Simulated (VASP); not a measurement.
A run of VASP 6.6.1 is set up as follows.

Contents of INCAR:

```
SYSTEM = Mg
ALGO = Fast
EDIFF = 1E-6
ENCUT = 520
GGA = PS
ISIF = 2
ISMEAR = 0
LASPH = .TRUE.
LCHARG = .TRUE.
LELF = .TRUE.
LREAL = .FALSE.
LVHAR = .TRUE.
LWAVE = .FALSE.
NBANDS = 18
NELM = 100
PREC = Accurate
SIGMA = 0.1
```

Contents of KPOINTS:

```
k-points
0
G
  8 8 8
  0 0 0
```

Contents of POSCAR:

```
Mg
1.0
    5.6864268141      0.0000000000      0.0000000000
    0.0000000000      5.6864268141      0.0000000000
    0.0000000000      0.0000000000      5.6864268141
Mg
8
Direct
    0.5000000000      0.5000000000      0.5000000000
    0.0000000000      0.0000000000      0.0000000000
    0.2500000000      0.0000000000      0.5000000000
    0.5000000000      0.2500000000      0.0000000000
    0.5000000000      0.7500000000      0.0000000000
    0.7500000000      0.0000000000      0.5000000000
    0.0000000000      0.5000000000      0.7500000000
    0.0000000000      0.5000000000      0.2500000000
```

Potentials or basis: VASP PAW PBE potentials, release 64 (Mg).

Launch:

```console
$ cat potpaw_PBE.64/Mg/POTCAR > POTCAR
$ mpirun -np 1 vasp_std > vasp.out
```

(1) Predict the pressure.

(2) Estimate the band gap on the k mesh.

## Answers

(1) 0.0 GPa.

(2) zero (bands 8 and 9 overlap by 2.62 eV).

Caveat: the PAW data sets were made with another functional, which shifts forces and pressure a little.
